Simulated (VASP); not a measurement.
# Al3GaN4 (I-42m) in VASP: single point with PBEsol

Aim: the single point of Al3GaN4 with PBEsol.

Program: VASP 6.6.1. These are calculated values, not measurements. Logs are shortened: lines on timing, memory, paths and dates and some standing lists are left out, and cuts for length are marked.

## Step 1: The cell of the first run

The structure is tetragonal, space group I-42m (No. 121). The conventional cell has a = 4.407 Å, b = 4.407 Å, c = 17.628 Å, α = 90.00°, β = 90.00°, γ = 90.00°. Within 2.5 Å of Al (site symmetry -4) lie 4 N at 1.90 Å. Within 2.5 Å of Al (site symmetry 222) lie 4 N at 1.90 Å. Within 2.5 Å of Al (site symmetry 2mm) lie 4 N at 1.90 Å. Ga (site symmetry 2mm) has 4 N at 1.95 Å within 2.6 Å. N (site symmetry m) has 3 Al at 1.90 Å and 1 Ga at 1.95 Å within 2.5 Å. N (site symmetry m) has 3 Al at 1.90 Å and 1 Ga at 1.95 Å within 2.5 Å.

## Step 2: Single point, PBEsol

INCAR reads:

```
SYSTEM = Al3GaN4
PREC = Accurate ; ENCUT = 520
EDIFF = 1E-6 ; ISMEAR = 0
SIGMA = 0.05 ; LREAL = Auto
LASPH = .True. ; NELM = 80
ALGO = Normal ; ISIF = 2
LWAVE = .False. ; LCHARG = .False.
GGA = PS ; NBANDS = 56
ISYM = 0
```

KPOINTS reads:

```
Automatic mesh
0
Gamma
  5 5 3
  0 0 0
```

POSCAR reads:

```
Al3GaN4
1.0
    0.0000000000     -4.4069948432      0.0000000000
    0.0000000000      0.0000000000     -4.4069948432
    8.8139896863     -2.2034974216      2.2034974216
Al Ga N
6 2 8
Direct
    0.4694000000      1.0306000000      0.0612000000
    0.2194000000      1.2806000000      0.5612000000
   -0.0306000000      0.5306000000      0.0612000000
   -0.2806000000      0.7806000000      0.5612000000
    0.3444000000      0.6556000000      0.3112000000
    0.0944000000      0.9056000000      0.8112000000
   -0.1556000000      1.1556000000      0.3112000000
   -0.4056000000      1.4056000000      0.8112000000
    0.1635153530      0.8364846470      0.1835538588
   -0.0864846470      1.0864846470      0.6835538588
    0.6529307882      0.3470692118      0.1835538588
    0.4029307882      0.5970692118      0.6835538588
   -0.2141307882      0.7247153530      0.9388461412
    0.0358692118      0.4747153530      0.4388461412
    0.2752846470      1.2141307882      0.9388461412
    0.5252846470      0.9641307882      0.4388461412
```

Potentials or basis: VASP PAW PBE potentials, release 64 (Al, Ga_d, N).

Started as:

```bash
$ cat potpaw_PBE.64/Al/POTCAR potpaw_PBE.64/Ga_d/POTCAR potpaw_PBE.64/N/POTCAR > POTCAR
$ mpirun -np 1 vasp_std > vasp.out
```

OUTCAR:

```text
SYSTEM = Al3GaN4
   PREC = Accurate
   ENCUT = 520
   EDIFF = 1E-6
   ISMEAR = 0
   LREAL = Auto
   LASPH = .True.
   NELM = 80
   ISIF = 2
   GGA = PS
   ISYM = 0

 ion  position               nearest neighbor table
   1  0.469  0.031  0.061-  13 1.90  15 1.90  11 1.90   9 1.90   7 3.12   8 3.12   6 3.12   5 3.12
                             5 3.12   6 3.12   8 3.12   7 3.12   3 3.12   3 3.12   3 3.12   3 3.12
   2  0.219  0.281  0.561-  16 1.90  14 1.90  12 1.90  10 1.90   7 3.12   8 3.12   7 3.12   6 3.12
                             5 3.12   6 3.12   5 3.12   8 3.12   4 3.12   4 3.12   4 3.12   4 3.12
   3  0.969  0.531  0.061-  15 1.90  13 1.90  11 1.90   9 1.90   7 3.12   8 3.12   8 3.12   7 3.12
                             5 3.12   6 3.12   6 3.12   5 3.12   1 3.12   1 3.12   1 3.12   1 3.12
   4  0.719  0.781  0.561-  14 1.90  16 1.90  12 1.90  10 1.90   7 3.12   8 3.12   5 3.12   8 3.12
                             5 3.12   6 3.12   7 3.12   6 3.12   2 3.12   2 3.12   2 3.12   2 3.12
   5  0.344  0.656  0.311-   9 1.90  11 1.90  14 1.90  16 1.90   3 3.12   4 3.12   3 3.12   2 3.12
                             1 3.12   2 3.12   1 3.12   4 3.12   7 3.12   7 3.12   7 3.12   7 3.12
   6  0.094  0.906  0.811-  10 1.90  12 1.90  13 1.90  15 1.90   3 3.12   4 3.12   4 3.12   3 3.12
                             1 3.12   2 3.12   2 3.12   1 3.12   8 3.12   8 3.12   8 3.12   8 3.12
   7  0.844  0.156  0.311-  11 1.95   9 1.95  14 1.95  16 1.95   3 3.12   4 3.12   1 3.12   4 3.12
                             1 3.12   2 3.12   3 3.12   2 3.12   5 3.12   5 3.12   5 3.12   5 3.12
   8  0.594  0.406  0.811-  12 1.95  10 1.95  13 1.95  15 1.95   3 3.12   4 3.12   2 3.12   1 3.12
                             1 3.12   2 3.12   4 3.12   3 3.12   6 3.12   6 3.12   6 3.12   6 3.12
   9  0.164  0.836  0.184-   5 1.90   3 1.90   1 1.90   7 1.95
  10  0.914  0.086  0.684-   6 1.90   4 1.90   2 1.90   8 1.95
  11  0.653  0.347  0.184-   5 1.90   3 1.90   1 1.90   7 1.95
  12  0.403  0.597  0.684-   6 1.90   4 1.90   2 1.90   8 1.95
  13  0.786  0.725  0.939-   6 1.90   1 1.90   3 1.90   8 1.95
  14  0.036  0.475  0.439-   5 1.90   4 1.90   2 1.90   7 1.95
  15  0.275  0.214  0.939-   6 1.90   3 1.90   1 1.90   8 1.95
  16  0.525  0.964  0.439-   5 1.90   2 1.90   4 1.90   7 1.95

IMPORTANT INFORMATION: All symmetrisations will be switched off!
NOSYMM: (Re-)initialisation of all symmetry stuff for point group C_1.

----------------------------------------------------------------------------------------

                                     Primitive cell

  volume of cell :     171.1818

  direct lattice vectors                    reciprocal lattice vectors
     0.000000000 -4.406994843  0.000000000    -0.056727999 -0.226911997  0.000000000
     0.000000000  0.000000000 -4.406994843     0.056727999  0.000000000 -0.226911997
     8.813989686 -2.203497422  2.203497422     0.113455998  0.000000000  0.000000000

  length of vectors
     4.406994843  4.406994843  9.348647815     0.233895533  0.233895533  0.113455998

  position of ions in fractional coordinates (direct lattice)
     0.469400000  0.030600000  0.061200000
     0.219400000  0.280600000  0.561200000
     0.969400000  0.530600000  0.061200000
     0.719400000  0.780600000  0.561200000
     0.344400000  0.655600000  0.311200000
     0.094400000  0.905600000  0.811200000
[... 8 lines left out ...]
     0.275284647  0.214130788  0.938846141
     0.525284647  0.964130788  0.438846141

  ion indices of the primitive-cell ions
   primitive index   ion index
                 1           1
                 2           2
                 3           3
                 4           4
                 5           5
                 6           6
[... 8 lines left out ...]
                15          15
                16          16

----------------------------------------------------------------------------------------

 KPOINTS: Automatic mesh

Automatic generation of k-mesh.
 Grid dimensions read from file:
 generate k-points for:    5    5    3

 Generating k-lattice:

  Cartesian coordinates                     Fractional coordinates (reciprocal lattice)
    -0.011345600 -0.045382399  0.000000000     0.200000000  0.000000000  0.000000000
     0.011345600  0.000000000 -0.045382399     0.000000000  0.200000000  0.000000000
     0.037818666  0.000000000  0.000000000     0.000000000  0.000000000  0.333333333

  Length of vectors
     0.046779107  0.046779107  0.037818666

  Shift w.r.t. Gamma in fractional coordinates (k-lattice)
     0.000000000  0.000000000  0.000000000
[... 14 lines left out ...]
|        whereas your k-lattice is base-centered monoclinic.                  |
|                                                                             |
|     Results are often still useful ...                                      |
|                                                                             |
 -----------------------------------------------------------------------------

 WARNING: IBZKPT: internal override: KBLOWUP is changed to .FALSE.
      ... skipping the blow-up phase ...

 Subroutine IBZKPT returns following result:
 ===========================================

 Found     38 irreducible k-points:

 Following reciprocal coordinates:
            Coordinates               Weight
  0.000000  0.000000  0.000000      1.000000
  0.200000  0.000000  0.000000      2.000000
  0.400000  0.000000 -0.000000      2.000000
  0.000000  0.200000  0.000000      2.000000
  0.200000  0.200000  0.000000      2.000000
  0.400000  0.200000 -0.000000      2.000000
[... 16 lines left out ...]
 -0.200000  0.200000  0.333333      2.000000
  0.000000  0.400000  0.333333      2.000000
 [... further k-points ...]
   k-points           NKPTS =     38   k-points in BZ     NKDIM =     38   number of bands    NBANDS=     56
   number of dos      NEDOS =    301   number of ions     NIONS =     16
   total plane-waves  NPLWV =  90720
   dimension x,y,z NGX =    36 NGY =   36 NGZ =   70
   dimension x,y,z NGXF=    72 NGYF=   72 NGZF=  140
   ions per type =               6   2   8
   NGX,Y,Z   is equivalent  to a cutoff of  13.58, 13.58, 12.45 a.u.
   NGXF,Y,Z  is equivalent  to a cutoff of  27.16, 27.16, 24.90 a.u.
 SYSTEM =  Al3GaN4
   PREC   = accura    normal or accurate (medium, high low for compatibility)
   ISTART =      0    job   : 0-new  1-cont  2-samecut
   ICHARG =      2    charge: 1-file 2-atom 10-const
   ISPIN  =      1    spin polarized calculation?
   LNONCOLLINEAR =      F non collinear calculations
   LSORBIT =      F    spin-orbit coupling
   LASPH  =      T    aspherical Exc in radial PAW
   ENCUT  =  520.0 eV  38.22 Ry    6.18 a.u.   8.19  8.19 17.38*2*pi/ulx,y,z
   NELM   =     80;   NELMIN=  2; NELMDL= -5     # of ELM steps
   EDIFF  = 0.1E-05   stopping-criterion for ELM
   LREAL  =      T    real-space projection
   EDIFFG = 0.1E-04   stopping-criterion for IOM
   NSW    =      0    number of steps for IOM
   IBRION =     -1    ionic relax: 0-MD 1-quasi-New 2-CG
   NFREE  =      0    steps in history (QN), initial steepest desc. (CG)
   ISIF   =      2    stress and relaxation
   ISYM   =      0    0-nonsym 1-usesym 2-fastsym
   POTIM  = 0.5000    time-step for ionic-motion
   TEBEG  =    0.0;   TEEND  =   0.0 temperature during run
   PSTRESS=    0.0 pullay stress
   NELECT =      84.0000    total number of electrons
   NUPDOWN=      -1.0000    fix difference up-down
   EMIN   =  10.00;   EMAX   =-10.00  energy-range for DOS
   EFERMI =   0.00;   METHOD = LEGACY
   ISMEAR =     0;   SIGMA  =   0.05  broadening in eV -4-tet -1-fermi 0-gaus
   EFERMI_NEDOS =   21; number of points for ismear=-14 and -15
   IALGO  =     38    algorithm
   IMIX   =      4    mixing-type and parameters
     AMIX     =   0.40;   BMIX     =  1.00
     AMIX_MAG =   1.60;   BMIX_MAG =  1.00
  volume/ion in A,a.u.               =      10.70        72.20
  Fermi-wavevector in a.u.,A,eV,Ry     =   1.291265  2.440137 22.685883  1.667365
  Thomas-Fermi vector in A             =   2.423046
   LORBIT       =      0    0 simple, 1 ext, 2 COOP (PROOUT), +10 PAW based schemes
   GGA     = PS    functional components
   LHFCALC =     F    Hartree Fock is set to
   AEXX    =    0.0000 exact exchange contribution
   IVDW    =     0    specifies the selected vdW correction
   LEPSILON=     F    determine dielectric tensor
   LRPA    =     F    only Hartree local field effects (RPA)
 non-spin polarized calculation
 Gauss-broadening in eV      SIGMA  =   0.05
  energy-cutoff  :      520.00
  volume of cell :      171.18
 maximum number of plane-waves:      4632
 NGX is ok and might be reduce to    36
   NGX = 17   NGY = 17   NGZ = 35

 number of electron      83.9999996 magnetization

 Free energy of the ion-electron system (eV)
  ---------------------------------------------------
  ext. energy  EPLUGINS =         0.00000000
  ---------------------------------------------------
  free energy    TOTEN  =      -119.90971207 eV

  energy without entropy =     -119.90971207  energy(sigma->0) =     -119.90971207

 E-fermi :   5.8838     XC(G=0): -11.3281

 val. band max:        5.6374633381   @ k =   0.0000   0.0000   0.0000
 cond. band min:       8.9326097423   @ k =   0.0000   0.0000   0.0000
 fundamental gap:      3.2951464042
 Fermi energy:         5.8837667308

 k-point     1 :       0.0000    0.0000    0.0000
  band No.  band energies     occupation
      1      -9.5381      2.00000
      2      -8.6294      2.00000
      3      -8.4417      2.00000
      4      -7.7981      2.00000
      5      -7.7981      2.00000
      6      -7.7957      2.00000
[... 1357 lines left out ...]
     53      14.8119      0.00000
     54      15.3412      0.00000

 [... further k-points ...]

 [bands above 54 left out]

------------------------ aborting loop because EDIFF is reached ----------------------------------------

  FORCE on cell =-STRESS in cart. coord.  units (eV):
  Direction    XX          YY          ZZ          XY          YZ          ZX
  --------------------------------------------------------------------------------------
  -------------------------------------------------------------------------------------
  Total       -0.0720706     -0.0463914     -0.0464029     -0.0056145     -0.0076052      0.0056166
  in kB       -0.6745449     -0.4342008     -0.4343080     -0.0525488     -0.0711806      0.0525690
  external PRESSURE =      -0.5143512 kB  Pullay stress =       0.0000000 kB

 VOLUME and BASIS-vectors are now :
 -----------------------------------------------------------------------------
  energy-cutoff  :      520.00
  volume of cell :      171.18
      direct lattice vectors                 reciprocal lattice vectors
     0.000000000 -4.406994843  0.000000000    -0.056727999 -0.226911997  0.000000000
     0.000000000  0.000000000 -4.406994843     0.056727999  0.000000000 -0.226911997
     8.813989686 -2.203497422  2.203497422     0.113455998  0.000000000  0.000000000

 POSITION                                       TOTAL-FORCE (eV/Angst)
 -----------------------------------------------------------------------------------
      0.53942     -2.20350      0.00000         0.003005     -0.000077      0.000027
      4.94641     -2.20350      0.00000         0.002996     -0.000064      0.000035
      0.53942     -4.40699     -2.20350         0.003004     -0.000022      0.000070
      4.94641     -4.40699     -2.20350         0.002997     -0.000035      0.000064
      2.74291     -2.20350     -2.20350        -0.000558      0.002646     -0.002648
      7.14991     -2.20350     -2.20350        -0.006379      0.002648     -0.002642
[... 8 lines left out ...]
      8.27498     -3.28192      1.12507        -0.007812      0.072846      0.073326
      3.86799     -3.28192     -3.28192        -0.004248     -0.009654     -0.009178
 -----------------------------------------------------------------------------------
    total drift:                               -0.001349      0.005738     -0.005730

  FREE ENERGIE OF THE ION-ELECTRON SYSTEM (eV)
  ---------------------------------------------------
  free  energy   TOTEN  =      -119.9097120723 eV

  energy  without entropy=     -119.9097120723  energy(sigma->0) =     -119.90971207
```

Run time: 7 min. Hardware: 1 thread of Intel Xeon Platinum 8488C (Sapphire Rapids), shared host; peak memory 0.41 GiB.

What came out:

```yaml
Free_energy: -119.9097 eV
Pressure: -0.1 GPa
Largest_force: 0.104 eV/Å
Band_gap_on_the_k_mesh: 3.30 eV, direct
```

Forces in eV/Å, atoms in the order of the input:
```
Al   0.003  0.000  0.000
Al   0.003  0.000  0.000
Al   0.003  0.000  0.000
Al   0.003  0.000  0.000
Al  -0.001  0.003 -0.003
Al  -0.006  0.003 -0.003
Ga  -0.017 -0.001  0.001
Ga   0.012 -0.001  0.001
N    0.008 -0.074  0.074
N    0.004  0.009 -0.009
N    0.008  0.073 -0.073
N    0.004 -0.010  0.010
N   -0.008 -0.073 -0.073
N   -0.004  0.009  0.010
N   -0.008  0.073  0.073
N   -0.004 -0.010 -0.009
```

Levels at points of the mesh, in eV from the valence-band top:
| k point | band 38 | band 39 | band 40 | band 41 | band 42 | band 43 | band 44 | band 45 | band 46 | band 47 |
| --- | --- | --- | --- | --- | --- | --- | --- | --- | --- | --- |
| (0.00, 0.00, 0.00) | -0.97 | -0.97 | -0.03 | 0.00 | 0.00 | 3.30 | 3.43 | 4.51 | 4.51 | 4.53 |

Caveat: the PAW data sets were made with another functional, which shifts forces and pressure a little.
